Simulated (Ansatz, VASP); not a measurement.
## Two plane-wave programs on InSb

```xyz
2
Lattice="3.2905 0.0000 0.0000 0.0000 3.2905 0.0000 0.0000 0.0000 5.8489" Properties=species:S:1:pos:R:3 pbc="T T T"
In    0.0000    0.0000    0.0000
Sb    0.0000    0.0000    2.9244
```

Alike in both runs: task single point; functional LDA; k mesh 16 × 16 × 8; occupations gaussian, width 0.15 eV; no spin polarisation.

|  | VASP | Ansatz |
| --- | --- | --- |
| version | VASP 6.6.1 | Ansatz 0.2.0 |
| potentials or method | VASP PAW LDA potentials, release 64 (In_d, Sb), cutoff 520 eV | scalar-relativistic, plane waves, PAW |
| valence electrons in the cell | 18 | 28 |

Ansatz gave:

| Quantity | Value |
| --- | --- |
| gap on the k mesh at the Fermi level (eV) | none |
| pressure (GPa) | -4.5 |
| traceless stress, the component that is largest in VASP (GPa) | 6.02 |

Q: What did VASP give for the same quantities?

A: gap on the k mesh at the Fermi level (eV): none; pressure (GPa): -4.5; traceless stress, the component that is largest in VASP (GPa): 6.05.

Ansatz warns that its potentials were made for another functional, while VASP's fit it. LDA's correlation is that of Perdew and Zunger in VASP and of Perdew and Wang (1992) in Ansatz. A gap of «none» marks a metal or a gap that the smearing closes. VASP's potentials hold 18 valence electrons a cell and Ansatz's 28, so a difference there can come from the potentials and not from the codes.

Spin-orbit coupling is off throughout.
